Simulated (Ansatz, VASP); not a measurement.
**Fe: VASP beside Ansatz**

```xyz
1
Lattice="-1.4264 1.4264 1.4264 1.4264 -1.4264 1.4264 1.4264 1.4264 -1.4264" Properties=species:S:1:pos:R:3 pbc="T T T"
Fe    0.0000    0.0000    0.0000
```

Alike in both runs: task single point; functional revPBE; k mesh 25 × 25 × 25; occupations fermi-dirac, width 0.05 eV; collinear spin.

```csv
,VASP,Ansatz
version,VASP 6.6.1,Ansatz 0.2.0
potentials or method,"VASP PAW PBE potentials, release 64 (Fe), cutoff 520 eV","plane waves (420 eV) with PAW, scalar-relativistic"
valence electrons in the cell,8,16
```

```csv
,VASP,Ansatz,Ansatz less VASP
net moment per atom (μB),2.24,2.22,-0.026
size of the moment on the site where the two differ most (μB),2.25,2.28,+0.028
```

VASP's potentials were made for PBE, not for revPBE. Site moments also hang on the region over which each program counts them. With one functional, cell and mesh, what is left measures potentials, basis and numerics. VASP's potentials hold 8 valence electrons a cell and Ansatz's 16, so a difference there can come from the potentials and not from the codes.
